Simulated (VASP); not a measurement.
# In (P6/mmm) in VASP: a series of runs, part 3 of 3

VASP 6.6.1. Earlier steps stand in the parts before.

### 5 Single point, revPBE (30.03 Å³/atom)

This run uses another cell than the first one, of 30.03 Å³/atom.

INCAR

```
SYSTEM = In
PREC = Accurate ; ENCUT = 520
EDIFF = 1E-6 ; ISMEAR = -1
SIGMA = 0.1 ; LREAL = .False.
LASPH = .True. ; NELM = 80
ALGO = Normal ; ISIF = 2
LWAVE = .False. ; LCHARG = .False.
GGA = RE ; NBANDS = 26
```

KPOINTS

```
Automatic mesh
0
Gamma
  8 8 11
  0 0 0
```

POSCAR

```
In
1.0
    5.5128717945      0.0000000000      0.0000000000
   -2.7564358973      4.7742870218      0.0000000000
    0.0000000000      0.0000000000      3.4232081741
In
3
Direct
    0.0000000000      0.0000000000      0.0000000000
    0.3333333333      0.6666666667      0.5000000000
    0.6666666667      0.3333333333      0.5000000000
```

Potentials or basis: VASP PAW PBE potentials, release 64 (In_d).

Run with:

```
$ cat potpaw_PBE.64/In_d/POTCAR > POTCAR
$ mpirun -np 1 vasp_std > vasp.out
```

OUTCAR:

```text
SYSTEM = In
   PREC = Accurate
   ENCUT = 520
   EDIFF = 1E-6
   ISMEAR = -1
   LREAL = .False.
   LASPH = .True.
   NELM = 80
   ISIF = 2
   GGA = RE

 ion  position               nearest neighbor table
   1  0.000  0.000  0.000-   2 3.61   3 3.61   2 3.61   3 3.61   2 3.61   2 3.61   3 3.61   3 3.61
                             3 3.61   3 3.61   2 3.61   2 3.61
   2  0.333  0.667  0.500-   3 3.18   3 3.18   3 3.18   1 3.61   1 3.61   1 3.61   1 3.61   1 3.61
                             1 3.61
   3  0.667  0.333  0.500-   2 3.18   2 3.18   2 3.18   1 3.61   1 3.61   1 3.61   1 3.61   1 3.61
                             1 3.61

  LATTYP: Found a hexagonal cell.
 ALAT       =     5.5128717945
 C/A-ratio  =     0.6209482647

  Lattice vectors:

 A1 = (   5.5128717945,   0.0000000000,   0.0000000000)
 A2 = (  -2.7564358973,   4.7742870218,   0.0000000000)
 A3 = (   0.0000000000,   0.0000000000,   3.4232081741)

Analysis of symmetry for initial positions (statically):
=====================================================================
 Subroutine PRICEL returns:
 Original cell was already a primitive cell.

 Routine SETGRP: Setting up the symmetry group for a
 hexagonal supercell.

 Subroutine GETGRP returns: Found 24 space group operations
 (whereof 24 operations were pure point group operations)
 out of a pool of 24 trial point group operations.

The static configuration has the point symmetry D_6h.

Analysis of symmetry for dynamics (positions and initial velocities):
=====================================================================
 Subroutine PRICEL returns:
 Original cell was already a primitive cell.

 Routine SETGRP: Setting up the symmetry group for a
 hexagonal supercell.

 Subroutine GETGRP returns: Found 24 space group operations
 (whereof 24 operations were pure point group operations)
 out of a pool of 24 trial point group operations.

The dynamic configuration has the point symmetry D_6h.

 Subroutine INISYM returns: Found 24 space group operations
 (whereof 24 operations are pure point group operations),
 and found     1 'primitive' translations

----------------------------------------------------------------------------------------

                                     Primitive cell

  volume of cell :      90.0989

  direct lattice vectors                    reciprocal lattice vectors
     5.512871794  0.000000000  0.000000000     0.181393661  0.104727679  0.000000000
    -2.756435897  4.774287022  0.000000000     0.000000000  0.209455359  0.000000000
     0.000000000  0.000000000  3.423208174     0.000000000  0.000000000  0.292123631

  length of vectors
     5.512871794  5.512871794  3.423208174     0.209455359  0.209455359  0.292123631

  position of ions in fractional coordinates (direct lattice)
     0.000000000  0.000000000  0.000000000
     0.333333333  0.666666667  0.500000000
     0.666666667  0.333333333  0.500000000

  ion indices of the primitive-cell ions
   primitive index   ion index
                 1           1
                 2           2
                 3           3

----------------------------------------------------------------------------------------

 KPOINTS: Automatic mesh

Automatic generation of k-mesh.
 Grid dimensions read from file:
 generate k-points for:    8    8   11

 Generating k-lattice:

  Cartesian coordinates                     Fractional coordinates (reciprocal lattice)
     0.022674208  0.013090960  0.000000000     0.125000000  0.000000000  0.000000000
     0.000000000  0.026181920  0.000000000     0.000000000  0.125000000  0.000000000
     0.000000000  0.000000000  0.026556694     0.000000000  0.000000000  0.090909091

  Length of vectors
     0.026181920  0.026181920  0.026556694

  Shift w.r.t. Gamma in fractional coordinates (k-lattice)
     0.000000000  0.000000000  0.000000000

 Subroutine IBZKPT returns following result:
 ===========================================

 Found     60 irreducible k-points:

 Following reciprocal coordinates:
            Coordinates               Weight
  0.000000  0.000000  0.000000      1.000000
  0.125000  0.000000  0.000000      6.000000
  0.250000  0.000000  0.000000      6.000000
  0.375000  0.000000  0.000000      6.000000
  0.500000  0.000000  0.000000      3.000000
  0.125000  0.125000  0.000000      6.000000
[... 16 lines left out ...]
  0.250000  0.000000  0.181818     12.000000
  0.375000  0.000000  0.181818     12.000000
 [... further k-points ...]
   k-points           NKPTS =     60   k-points in BZ     NKDIM =     60   number of bands    NBANDS=     26
   number of dos      NEDOS =    301   number of ions     NIONS =      3
   total plane-waves  NPLWV =  49392
   dimension x,y,z NGX =    42 NGY =   42 NGZ =   28
   dimension x,y,z NGXF=    84 NGYF=   84 NGZF=   56
   ions per type =               3
   NGX,Y,Z   is equivalent  to a cutoff of  12.67, 12.67, 13.60 a.u.
   NGXF,Y,Z  is equivalent  to a cutoff of  25.33, 25.33, 27.20 a.u.
 SYSTEM =  In
   PREC   = accura    normal or accurate (medium, high low for compatibility)
   ISTART =      0    job   : 0-new  1-cont  2-samecut
   ICHARG =      2    charge: 1-file 2-atom 10-const
   ISPIN  =      1    spin polarized calculation?
   LNONCOLLINEAR =      F non collinear calculations
   LSORBIT =      F    spin-orbit coupling
   LASPH  =      T    aspherical Exc in radial PAW
   ENCUT  =  520.0 eV  38.22 Ry    6.18 a.u.  10.25 10.25  6.36*2*pi/ulx,y,z
   NELM   =     80;   NELMIN=  2; NELMDL= -5     # of ELM steps
   EDIFF  = 0.1E-05   stopping-criterion for ELM
   LREAL  =      F    real-space projection
   EDIFFG = 0.1E-04   stopping-criterion for IOM
   NSW    =      0    number of steps for IOM
   IBRION =     -1    ionic relax: 0-MD 1-quasi-New 2-CG
   NFREE  =      0    steps in history (QN), initial steepest desc. (CG)
   ISIF   =      2    stress and relaxation
   ISYM   =      2    0-nonsym 1-usesym 2-fastsym
   POTIM  = 0.5000    time-step for ionic-motion
   TEBEG  =    0.0;   TEEND  =   0.0 temperature during run
   PSTRESS=    0.0 pullay stress
   NELECT =      39.0000    total number of electrons
   NUPDOWN=      -1.0000    fix difference up-down
   EMIN   =  10.00;   EMAX   =-10.00  energy-range for DOS
   EFERMI =   0.00;   METHOD = LEGACY
   ISMEAR =    -1;   SIGMA  =   0.10  broadening in eV -4-tet -1-fermi 0-gaus
   EFERMI_NEDOS =   21; number of points for ismear=-14 and -15
   IALGO  =     38    algorithm
   IMIX   =      4    mixing-type and parameters
     AMIX     =   0.40;   BMIX     =  1.00
     AMIX_MAG =   1.60;   BMIX_MAG =  1.00
  volume/ion in A,a.u.               =      30.03       202.67
  Fermi-wavevector in a.u.,A,eV,Ry     =   1.238387  2.340212 20.865934  1.533603
  Thomas-Fermi vector in A             =   2.372915
   LORBIT       =      0    0 simple, 1 ext, 2 COOP (PROOUT), +10 PAW based schemes
   GGA     = RE    functional components
   LHFCALC =     F    Hartree Fock is set to
   AEXX    =    0.0000 exact exchange contribution
   IVDW    =     0    specifies the selected vdW correction
   LEPSILON=     F    determine dielectric tensor
   LRPA    =     F    only Hartree local field effects (RPA)
 non-spin polarized calculation
  energy-cutoff  :      520.00
  volume of cell :       90.10
 maximum number of plane-waves:      2442
 NGX is ok and might be reduce to    42
   NGX = 21   NGY = 21   NGZ = 13

 number of electron      38.9999983 magnetization

 Free energy of the ion-electron system (eV)
  ---------------------------------------------------
  ext. energy  EPLUGINS =         0.00000000
  ---------------------------------------------------
  free energy    TOTEN  =        -6.71848465 eV

  energy without entropy =       -6.65261729  energy(sigma->0) =       -6.68555097

 E-fermi :   6.2201     XC(G=0):  -9.5353

 val. band max:        6.2028478759   @ k =   0.2500   0.1250   0.2727
 cond. band min:       6.2269850980   @ k =   0.2500   0.2500   0.3636
 fundamental gap:      0.0241372222
 Fermi energy:         6.2200887595

 k-point     1 :       0.0000    0.0000    0.0000
  band No.  band energies     occupation
      1      -8.5844      2.00000
      2      -8.4206      2.00000
      3      -8.4206      2.00000
      4      -8.4157      2.00000
      5      -8.3977      2.00000
      6      -8.3419      2.00000
[... 18 lines left out ...]
     25      15.7385      0.00000
     26      15.7542      0.00000
[... 644 lines left out ...]
      4      -8.4107      2.00000
      5      -8.3948      2.00000
      6      -8.3522      2.00000
[... 18 lines left out ...]
     25      11.7168      0.00000
     26      11.9414      0.00000

 [... further k-points ...]
[... 5 lines left out ...]
  --------------------------------------------------------------------------------------
  -------------------------------------------------------------------------------------
  Total       -0.4879849     -0.4879849     -0.6454339      0.0000000      0.0000000     -0.0000000
  in kB       -8.6775531     -8.6775531    -11.4773767      0.0000000      0.0000000     -0.0000000
  external PRESSURE =      -9.6108276 kB  Pullay stress =       0.0000000 kB

 VOLUME and BASIS-vectors are now :
 -----------------------------------------------------------------------------
  energy-cutoff  :      520.00
  volume of cell :       90.10
      direct lattice vectors                 reciprocal lattice vectors
     5.512871794  0.000000000  0.000000000     0.181393661  0.104727679  0.000000000
    -2.756435897  4.774287022  0.000000000     0.000000000  0.209455359  0.000000000
     0.000000000  0.000000000  3.423208174     0.000000000  0.000000000  0.292123631

 POSITION                                       TOTAL-FORCE (eV/Angst)
 -----------------------------------------------------------------------------------
      0.00000      0.00000      0.00000        -0.000000      0.000000      0.000000
     -0.00000      3.18286      1.71160         0.000000     -0.000000      0.000000
      2.75644      1.59143      1.71160        -0.000000      0.000000      0.000000
 -----------------------------------------------------------------------------------
    total drift:                                0.000000      0.000000     -0.000000

  FREE ENERGIE OF THE ION-ELECTRON SYSTEM (eV)
  ---------------------------------------------------
  free  energy   TOTEN  =        -6.7184846505 eV

  energy  without entropy=       -6.6526172877  energy(sigma->0) =       -6.68555097
```

It took 100 s on 1 thread of Intel Xeon Platinum 8488C (Sapphire Rapids), shared host; peak memory 0.26 GiB.

Results:

| Item | Value |
| --- | --- |
| Free energy | -6.7185 eV |
| Pressure | -1.0 GPa |
| Band gap on the k mesh | zero (an odd number of electrons rules out a gap without spin polarisation) |

Levels at points of the mesh, in eV from the Fermi level:
```csv
k point,band 17,band 18,band 19,band 20,band 21,band 22
"(0.00, 0.00, 0.00)",-2.92,-2.68,-0.83,-0.83,-0.68,-0.68
"(0.50, 0.00, 0.00)",-6.93,-3.88,-2.72,3.11,3.25,4.40
```

Caveat: the PAW data sets were made with another functional, which shifts forces and pressure a little; spin-orbit coupling is left out, which moves the levels of the heavy elements.

### 6 The runs side by side

```csv
cell,gap on the mesh (eV),pressure (GPa)
"a = 5.292, b = 5.292, c = 3.286 Å, angles 90.0, 90.0, 120.0°, 3 atoms",none,3.2
"a = 5.368, b = 5.368, c = 3.333 Å, angles 90.0, 90.0, 120.0°, 3 atoms",none,1.4
"a = 5.441, b = 5.441, c = 3.379 Å, angles 90.0, 90.0, 120.0°, 3 atoms",none,0.1
"a = 5.513, b = 5.513, c = 3.423 Å, angles 90.0, 90.0, 120.0°, 3 atoms",none,-1.0
```

Alike in all rows: task single point; level revPBE; potentials or basis VASP PAW PBE potentials, release 64 (In_d); no spin polarisation; k mesh 8 × 8 × 11; cutoff (eV) 520; smearing fermi-dirac 0.1 eV.

Caveats: the PAW data sets were made with another functional, which shifts forces and pressure a little; spin-orbit coupling is left out, which moves the levels of the heavy elements; the cell stands under pressure (at least some runs).

Total energies depend on the potentials used, so only differences within one code and one set of settings carry meaning.
